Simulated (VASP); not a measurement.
## MgO: relaxation of cell and atoms with PBE+D3(BJ)

The system is MgO.

```
Mg O
1.0
     0.00000    2.09700    2.09700
     2.09700    0.00000    2.09700
     2.09700    2.09700    0.00000
Mg O
1 1
Direct
  0.00000 0.00000 0.00000
  0.50000 0.50000 0.50000
```

```
Program                : VASP 6.6.1
Task                   : relaxation of cell and atoms
Functional             : PBE
Dispersion             : D3(BJ)
Potentials or basis    : VASP PAW PBE potentials, release 64 (Mg, O)
Cutoff                 : 600 eV
k mesh                 : 11 × 11 × 11
Occupations            : fermi-dirac, width 0.05 eV
Spin                   : no spin polarisation
Dipole correction      : no
Further INCAR settings : ALGO = Normal; EDIFF = 1e-06; IBRION = 2; EDIFFG = -0.01; NSW = 80; ISIF = 3
```

The relaxed volume is 9.26 Å³/atom, the relaxed cell is a = 2.969 Å, b = 2.969 Å, c = 2.969 Å, α = 60.00°, β = 60.00°, γ = 60.00° and the space group after relaxing (to 0.05 Å) is Fm-3m (No. 225). The energy gained by relaxing is 0.1 meV/atom, the ionic steps are 3 and the pressure after relaxing is 0.0 GPa. The band gap on the k mesh is 4.82 eV, direct. The dispersion energy per atom is -0.296 eV.

Step by step:
```csv
step,energy change (eV),largest force (eV/Å),pressure (GPa),volume (Å³)
1,0.0000,0.0000,0.58,18.44
2,-0.0001,0.0000,-0.17,18.53
3,-0.0001,0.0000,0.00,18.51
```

Final structure:
```yaml
crystal:
  lattice:
    - [0.00000, 2.09965, 2.09965]
    - [2.09965, 0.00000, 2.09965]
    - [2.09965, 2.09965, 0.00000]
  atoms:
    - { symbol: Mg, position: [0.00000, 0.00000, 0.00000] }
    - { symbol: O, position: [0.50000, 0.50000, 0.50000] }
```

Levels at points of the mesh, in eV from the valence-band top:
```
           k point  band 1  band 2  band 3  band 4  band 5  band 6  band 7  band 8
(0.00, 0.00, 0.00)  -17.31    0.00    0.00    0.00    4.82   15.85   15.85   15.85
```

It took 7.3 s on 1 thread of Intel(R) Xeon(R) 6975P-C (Granite Rapids), on a shared host, peak memory 0.15 GiB.
